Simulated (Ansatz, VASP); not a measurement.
## SnH5: VASP beside Ansatz

```
Sn H
1.0
    -2.01578    2.01578    2.97772
     2.01578   -2.01578    2.97772
     2.01578    2.01578   -2.97772
Sn H
1 5
Direct
  0.50000 0.50000 0.00000
  0.75000 0.25000 0.50000
  0.25000 0.75000 0.50000
  0.00000 0.00000 0.00000
  0.84247 0.84247 0.00000
  0.15753 0.15753 0.00000
```

Alike in both runs: functional PBE; k mesh 6 × 6 × 6; occupations gaussian, width 0.1 eV; no spin polarisation.

Ansatz relaxed the structure, and its values are those at the end. VASP's run is a single point on that final structure, the one shown.

|  | VASP | Ansatz |
| --- | --- | --- |
| version | VASP 6.6.1 | Ansatz 0.2.0 |
| potentials or method | VASP PAW PBE potentials, release 64 (Sn_d, H), cutoff 520 eV | scalar-relativistic, plane waves, PAW |
| valence electrons in the cell | 19 | 19 |

|  | VASP | Ansatz | Ansatz less VASP |
| --- | --- | --- | --- |
| gap on the k mesh at the Fermi level (eV) | none | none | - |
| pressure (GPa) | -0.4 | -0.2 | +0.22 |
| rms of the force components (eV/Å) | 0.007 | 0.007 | -0.0003 |

A gap of «none» marks a metal or a gap that the smearing closes.

The k mesh is coarse, so the values compare programs but aren't converged.
